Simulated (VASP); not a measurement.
The system is NbCd3.

```
Nb Cd
1.0
     4.30749    0.00000    0.00000
     0.00000    4.30749    0.00000
     0.00000    0.00000    4.30749
Nb Cd
1 3
Direct
  0.00000 0.00000 0.00000
  0.00000 0.50000 0.50000
  0.50000 0.00000 0.50000
  0.50000 0.50000 0.00000
```

* Program: VASP 6.6.1
* Task: relaxation of cell and atoms
* Functional: LDA
* Potentials or basis: VASP PAW LDA potentials, release 64 (Nb_sv, Cd)
* Cutoff: 600 eV
* k mesh: 10 × 10 × 10
* Occupations: gaussian, width 0.1 eV
* Spin: no spin polarisation

At the start: pressure -8.1 GPa; volume 19.98 Å³/atom.

Q: Where does the relaxation end?

A: Over 6 steps the energy falls by 42.1 meV/atom and the volume is 18.44 Å³/atom (-7.7 %); space group Pm-3m (No. 221, to 0.05 Å).

Step by step:
```csv
step,energy change (eV),largest force (eV/Å),pressure (GPa),volume (Å³)
1,0.0000,0.0000,-8.08,79.92
2,-0.0215,0.0000,10.25,68.83
3,-0.1684,0.0000,-0.11,73.83
4,-0.1684,0.0000,0.10,73.71
5,-0.1684,0.0000,-0.09,73.82
6,-0.1685,0.0000,-0.01,73.76
```

Final structure:
```xyz
4
Lattice="4.1939 0.0000 0.0000 0.0000 4.1939 0.0000 0.0000 0.0000 4.1939" Properties=species:S:1:pos:R:3 pbc="T T T"
Nb    0.0000    0.0000    0.0000
Cd    0.0000    2.0969    2.0969
Cd    2.0969    0.0000    2.0969
Cd    2.0969    2.0969    0.0000
```
